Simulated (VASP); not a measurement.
# LuPb2BrO4 (P4/mmm) in VASP: single point with PBE

Aim: the single point of LuPb2BrO4 with PBE.

Program: VASP 6.6.1. These are calculated values, not measurements. Logs are shortened: lines on timing, memory, paths and dates and some standing lists are left out, and cuts for length are marked.

**1. The cell of the first run**

It takes space group P4/mmm (No. 123, tetragonal). Conventional cell: a = 3.845 Å, b = 3.845 Å, c = 9.130 Å, α = 90.00°, β = 90.00°, γ = 90.00°. Within 3.1 Å of Lu (site symmetry 4/mmm) lie 8 O at 2.34 Å. Within 3.0 Å of Pb (site symmetry 4mm) lie 4 O at 2.23 Å. Within 3.0 Å of O (site symmetry 2mm) lie 2 Pb at 2.23 Å and 2 Lu at 2.34 Å and 5 O at 2.67 to 2.72 Å. Within 4.6 Å of Br (site symmetry 4/mmm) lie 8 Pb at 3.43 Å and 8 O at 3.76 Å and 4 Br at 3.84 Å and 2 Lu at 4.56 Å.

**2. Single point, PBE**

The input, INCAR:

```
SYSTEM = LuPb2BrO4
PREC = Accurate
ENCUT = 520
EDIFF = 1E-6
ISMEAR = -1
SIGMA = 0.1418
LREAL = .FALSE.
LASPH = .TRUE.
NELM = 100
ALGO = Normal
ISIF = 2
LWAVE = .FALSE.
LCHARG = .FALSE.
GGA = PE
NBANDS = 52
```

The input, KPOINTS:

```
Automatic mesh
0
G
  9 9 4
  0 0 0
```

The input, POSCAR:

```
LuPb2BrO4
1.0
    3.8449130000      0.0000000000      0.0000000000
    0.0000000000      3.8449130000      0.0000000000
    0.0000000000      0.0000000000      9.1297650000
Lu Pb O Br
1 2 4 1
Direct
    0.0000000000      0.0000000000      0.0000000000
    0.5000000000      0.5000000000      0.7293000000
    0.5000000000      0.5000000000      0.2707000000
    0.5000000000      0.0000000000      0.8540000000
    0.0000000000      0.5000000000      0.8540000000
    0.5000000000      0.0000000000      0.1460000000
    0.0000000000      0.5000000000      0.1460000000
    0.0000000000      0.0000000000      0.5000000000
```

Potentials or basis: VASP PAW PBE potentials, release 64 (Lu, Pb_d, O, Br).

Command:

```console
$ cat potpaw_PBE.64/Lu/POTCAR potpaw_PBE.64/Pb_d/POTCAR potpaw_PBE.64/O/POTCAR potpaw_PBE.64/Br/POTCAR > POTCAR
$ mpirun -np 1 vasp_std > vasp.out
```

OUTCAR:

```text
SYSTEM = LuPb2BrO4
   PREC = Accurate
   ENCUT = 520
   EDIFF = 1E-6
   ISMEAR = -1
   LREAL = .FALSE.
   LASPH = .TRUE.
   NELM = 100
   ISIF = 2
   GGA = PE

 ion  position               nearest neighbor table
   1  0.000  0.000  0.000-   4 2.34   5 2.34   6 2.34   7 2.34   5 2.34   7 2.34   4 2.34   6 2.34
                             2 3.67   3 3.67   2 3.67   3 3.67   2 3.67   3 3.67   2 3.67   3 3.67
   2  0.500  0.500  0.729-   4 2.23   5 2.23   4 2.23   5 2.23   8 3.43   8 3.43   8 3.43   8 3.43
                             1 3.67   1 3.67   1 3.67   1 3.67
   3  0.500  0.500  0.271-   6 2.23   7 2.23   6 2.23   7 2.23   8 3.43   8 3.43   8 3.43   8 3.43
                             1 3.67   1 3.67   1 3.67   1 3.67
   4  0.500  0.000  0.854-   2 2.23   2 2.23   1 2.34   1 2.34
   5  0.000  0.500  0.854-   2 2.23   2 2.23   1 2.34   1 2.34
   6  0.500  0.000  0.146-   3 2.23   3 2.23   1 2.34   1 2.34
   7  0.000  0.500  0.146-   3 2.23   3 2.23   1 2.34   1 2.34
   8  0.000  0.000  0.500-   2 3.43   3 3.43   2 3.43   3 3.43   2 3.43   3 3.43   2 3.43   3 3.43

  LATTYP: Found a simple tetragonal cell.
 ALAT       =     3.8449130000
 C/A-ratio  =     2.3745049628

  Lattice vectors:

 A1 = (   3.8449130000,   0.0000000000,   0.0000000000)
 A2 = (   0.0000000000,   3.8449130000,   0.0000000000)
 A3 = (   0.0000000000,   0.0000000000,   9.1297650000)

Analysis of symmetry for initial positions (statically):
=====================================================================
 Subroutine PRICEL returns:
 Original cell was already a primitive cell.

 Routine SETGRP: Setting up the symmetry group for a
 simple tetragonal supercell.

 Subroutine GETGRP returns: Found 16 space group operations
 (whereof 16 operations were pure point group operations)
 out of a pool of 16 trial point group operations.

The static configuration has the point symmetry D_4h.

Analysis of symmetry for dynamics (positions and initial velocities):
=====================================================================
 Subroutine PRICEL returns:
 Original cell was already a primitive cell.

 Routine SETGRP: Setting up the symmetry group for a
 simple tetragonal supercell.

 Subroutine GETGRP returns: Found 16 space group operations
 (whereof 16 operations were pure point group operations)
 out of a pool of 16 trial point group operations.

The dynamic configuration has the point symmetry D_4h.

 Subroutine INISYM returns: Found 16 space group operations
 (whereof 16 operations are pure point group operations),
 and found     1 'primitive' translations

[... 113 lines left out ...]
   ISYM   =      2    0-nonsym 1-usesym 2-fastsym
   POTIM  = 0.5000    time-step for ionic-motion
   TEBEG  =    0.0;   TEEND  =   0.0 temperature during run
   PSTRESS=    0.0 pullay stress
   NELECT =      84.0000    total number of electrons
   NUPDOWN=      -1.0000    fix difference up-down
   EMIN   =  10.00;   EMAX   =-10.00  energy-range for DOS
   EFERMI =   0.00;   METHOD = LEGACY
   ISMEAR =    -1;   SIGMA  =   0.14  broadening in eV -4-tet -1-fermi 0-gaus
   EFERMI_NEDOS =   21; number of points for ismear=-14 and -15
   IALGO  =     38    algorithm
   IMIX   =      4    mixing-type and parameters
     AMIX     =   0.40;   BMIX     =  1.00
     AMIX_MAG =   1.60;   BMIX_MAG =  1.00
  volume/ion in A,a.u.               =      16.87       113.85
  Fermi-wavevector in a.u.,A,eV,Ry     =   1.397731  2.641329 26.581063  1.953653
  Thomas-Fermi vector in A             =   2.520959
   LORBIT       =      0    0 simple, 1 ext, 2 COOP (PROOUT), +10 PAW based schemes
   GGA     = PE    functional components
   LHFCALC =     F    Hartree Fock is set to
   AEXX    =    0.0000 exact exchange contribution
   IVDW    =     0    specifies the selected vdW correction
   LEPSILON=     F    determine dielectric tensor
   LRPA    =     F    only Hartree local field effects (RPA)
 non-spin polarized calculation
  energy-cutoff  :      520.00
  volume of cell :      134.97
 maximum number of plane-waves:      3658
 NGX is ok and might be reduce to    30
   NGX = 15   NGY = 15   NGZ = 33

 number of electron      84.0000032 magnetization

 Free energy of the ion-electron system (eV)
  ---------------------------------------------------
  ext. energy  EPLUGINS =         0.00000000
  ---------------------------------------------------
  free energy    TOTEN  =       -46.17290563 eV

  energy without entropy =      -45.95787110  energy(sigma->0) =      -46.06538836

 E-fermi :   3.7894     XC(G=0): -10.5249

 val. band max:        3.7724171531   @ k =   0.4444   0.4444   0.5000
 cond. band min:       3.7960962180   @ k =   0.4444   0.2222   0.0000
 fundamental gap:      0.0236790649
 Fermi energy:         3.7894005656

 k-point     1 :       0.0000    0.0000    0.0000
  band No.  band energies     occupation
      1     -49.9643      2.00000
      2     -20.8241      2.00000
      3     -20.6554      2.00000
      4     -20.6554      2.00000
      5     -14.2688      2.00000
      6     -13.5590      2.00000
[... 1309 lines left out ...]
     51      11.6268      0.00000
     52      12.1993      0.00000

 [... further k-points ...]

------------------------ aborting loop because EDIFF is reached ----------------------------------------

  FORCE on cell =-STRESS in cart. coord.  units (eV):
  Direction    XX          YY          ZZ          XY          YZ          ZX
  --------------------------------------------------------------------------------------
  -------------------------------------------------------------------------------------
  Total        5.2762442      5.2762442      1.6730118      0.0000000      0.0000000      0.0000000
  in kB       62.6329453     62.6329453     19.8598950      0.0000000      0.0000000      0.0000000
  external PRESSURE =      48.3752618 kB  Pullay stress =       0.0000000 kB

 VOLUME and BASIS-vectors are now :
 -----------------------------------------------------------------------------
  energy-cutoff  :      520.00
  volume of cell :      134.97
      direct lattice vectors                 reciprocal lattice vectors
     3.844913000  0.000000000  0.000000000     0.260083908  0.000000000  0.000000000
     0.000000000  3.844913000  0.000000000     0.000000000  0.260083908  0.000000000
     0.000000000  0.000000000  9.129765000     0.000000000  0.000000000  0.109531844

 POSITION                                       TOTAL-FORCE (eV/Angst)
 -----------------------------------------------------------------------------------
      0.00000      0.00000      0.00000         0.000000     -0.000000     -0.000000
      1.92246      1.92246      6.65834        -0.000000     -0.000000     -0.398886
      1.92246      1.92246      2.47143         0.000000      0.000000      0.398886
      1.92246      0.00000      7.79682        -0.000000     -0.000000      0.390596
      0.00000      1.92246      7.79682         0.000000      0.000000      0.390596
      1.92246      0.00000      1.33295         0.000000     -0.000000     -0.390596
      0.00000      1.92246      1.33295         0.000000     -0.000000     -0.390596
      0.00000      0.00000      4.56488         0.000000     -0.000000     -0.000000
 -----------------------------------------------------------------------------------
    total drift:                                0.000000      0.000000     -0.000000

  FREE ENERGIE OF THE ION-ELECTRON SYSTEM (eV)
  ---------------------------------------------------
  free  energy   TOTEN  =       -46.1729056257 eV

  energy  without entropy=      -45.9578710990  energy(sigma->0) =      -46.06538836
```

OSZICAR:

```text
N       E                     dE             d eps       ncg     rms          rms(c)
DAV:   1     0.103657226900E+04    0.10366E+04   -0.37497E+04  6860   0.419E+03
DAV:   2     0.165887553504E+03   -0.87068E+03   -0.81904E+03  5376   0.817E+02
DAV:   3    -0.323453549311E+02   -0.19823E+03   -0.19091E+03  5236   0.266E+02
DAV:   4    -0.541274977323E+02   -0.21782E+02   -0.21438E+02  5904   0.860E+01
DAV:   5    -0.554034977779E+02   -0.12760E+01   -0.12729E+01  8112   0.189E+01    0.190E+01
DAV:   6    -0.468037910717E+02    0.85997E+01   -0.42467E+01  7888   0.611E+01    0.908E+00
DAV:   7    -0.462334338858E+02    0.57036E+00   -0.63315E+00  6772   0.232E+01    0.530E+00
DAV:   8    -0.462282348641E+02    0.51990E-02   -0.28236E+00  7088   0.150E+01    0.200E+00
DAV:   9    -0.461724412741E+02    0.55794E-01   -0.32275E-01  7952   0.902E+00    0.992E-01
DAV:  10    -0.461744371028E+02   -0.19958E-02   -0.80369E-02  7340   0.294E+00    0.491E-01
DAV:  11    -0.461729912014E+02    0.14459E-02   -0.30088E-02  7396   0.110E+00    0.179E-01
DAV:  12    -0.461728670085E+02    0.12419E-03   -0.44155E-03  6408   0.434E-01    0.106E-01
DAV:  13    -0.461728379218E+02    0.29087E-04   -0.80841E-04  6860   0.158E-01    0.357E-02
DAV:  14    -0.461729035733E+02   -0.65652E-04   -0.12069E-04  6344   0.103E-01    0.110E-02
DAV:  15    -0.461729047189E+02   -0.11456E-05   -0.16688E-05  5920   0.280E-02    0.369E-03
DAV:  16    -0.461729056257E+02   -0.90682E-06   -0.29245E-06  4364   0.140E-02
   1 F= -.46172906E+02 E0= -.46065388E+02  d E =-.215035E+00
```

Wall time 8.3 min (1 thread of Intel Xeon Platinum 8259CL at 2.50GHz (Skylake/Cascade Lake), shared host); peak memory 0.45 GiB.

What came out:

| Item | Value |
| --- | --- |
| Free energy | -46.1729 eV |
| Pressure | 4.8 GPa |
| Largest force | 0.399 eV/Å |
| Band gap on the k mesh | zero (bands 42 and 43 overlap by 0.55 eV) |

Forces on the atoms (eV/Å):
```
Lu   0.000  0.000  0.000
Pb   0.000  0.000 -0.399
Pb   0.000  0.000  0.399
O    0.000  0.000  0.391
O    0.000  0.000  0.391
O    0.000  0.000 -0.391
O    0.000  0.000 -0.391
Br   0.000  0.000  0.000
```

Caveat: the cell stands under pressure; spin-orbit coupling is left out, which moves the levels of the heavy elements.

The gap in the log of VASP goes by the Fermi energy; the results here count the filled bands.